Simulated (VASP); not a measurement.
The system is In.

```
CELL_PARAMETERS angstrom
0.00000 2.13942 2.13942
2.13942 0.00000 2.13942
2.13942 2.13942 0.00000
ATOMIC_POSITIONS crystal
In 0.00000 0.00000 0.00000
```

```yaml
Program: VASP 6.6.1
Task: relaxation of cell and atoms
Functional: PBE
Dispersion: D3(BJ)
Potentials_or_basis: VASP PAW PBE potentials, release 64 (In_d)
Cutoff: 600 eV
k_mesh: 15 × 15 × 15
Occupations: fermi-dirac, width 0.05 eV
Spin: no spin polarisation
```

At the start: pressure 24.9 GPa; volume 19.58 Å³/atom.

Q: Where does the relaxation end?

A: Over 6 steps the energy falls by 370.0 meV/atom and the volume is 26.01 Å³/atom (+32.8 %); space group Fm-3m (No. 225, to 0.05 Å).

The path:
| step | energy change (eV) | largest force (eV/Å) | pressure (GPa) | volume (Å³) |
| --- | --- | --- | --- | --- |
| 1 | 0.0000 | 0.0000 | 24.86 | 19.58 |
| 2 | -0.3244 | 0.0000 | -3.73 | 29.52 |
| 3 | -0.3698 | 0.0000 | 0.50 | 25.80 |
| 4 | -0.3698 | 0.0000 | -0.26 | 26.18 |
| 5 | -0.3700 | 0.0000 | -0.03 | 26.03 |
| 6 | -0.3700 | 0.0000 | 0.01 | 26.01 |

Final structure:
```
In
1.0
     0.00000    2.35173    2.35173
     2.35173    0.00000    2.35173
     2.35173    2.35173    0.00000
In
1
Direct
  0.00000 0.00000 0.00000
```

Caveat: the volume moved by over 15 % at a fixed basis, so the end points are rough; pairwise dispersion overbinds metals, which lowers pressure and volume.
